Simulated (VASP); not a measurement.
# Ti3N3Cl: single point with PBE

Slab: Ti3N3Cl, a slab with vacuum.

```xyz
7
Lattice="3.0029 0.0000 0.0000 -1.5014 2.6005 0.0000 0.0000 0.0000 21.5541" Properties=species:S:1:pos:R:3 pbc="T T T"
N     0.0000    1.7337    4.0000
N     0.0000    0.0000    6.4518
N     1.5014    0.8668    8.9392
Ti    1.5014    0.8668    5.2259
Ti    0.0000    1.7337    7.7058
Ti    0.0000    0.0000   10.0541
Cl    0.0000    1.7337   11.8080
```

| Item | Value |
| --- | --- |
| Program | VASP 6.6.1 |
| Task | single point |
| Functional | PBE |
| Potentials or basis | VASP PAW PBE potentials, release 64 (N, Ti_sv, Cl) |
| Cutoff | 520 eV |
| k mesh | 9 × 9 × 1 |
| Occupations | gaussian, width 0.1 eV |
| Spin | no spin polarisation |
| Dipole correction | yes |
| Further INCAR settings | ALGO = Normal; EDIFF = 1e-06; NBANDS = 38 |

The largest force is 5.536 eV/Å. The band gap on the k mesh is zero (band 29 reaches 1.14 eV, above the bottom of band 30 at 0.88 eV).

Forces on the atoms (eV/Å):
```
N    0.000  0.000  4.242
N    0.000  0.000  1.245
N    0.000  0.000 -0.317
Ti   0.000  0.000 -5.536
Ti   0.000  0.000  0.252
Ti   0.000  0.000  0.095
Cl   0.000  0.000  0.018
```

Levels at points of the mesh, in eV from the Fermi level:
| k point | band 26 | band 27 | band 28 | band 29 | band 30 | band 31 | band 32 | band 33 |
| --- | --- | --- | --- | --- | --- | --- | --- | --- |
| (0.00, 0.00, 0.00) | -1.18 | -0.40 | -0.40 | 0.05 | 0.05 | 0.19 | 1.08 | 1.08 |

Run time: 4.8 min on 1 thread of Oxide Virtual Turin-like Processor, on a shared host, peak memory 0.28 GiB.
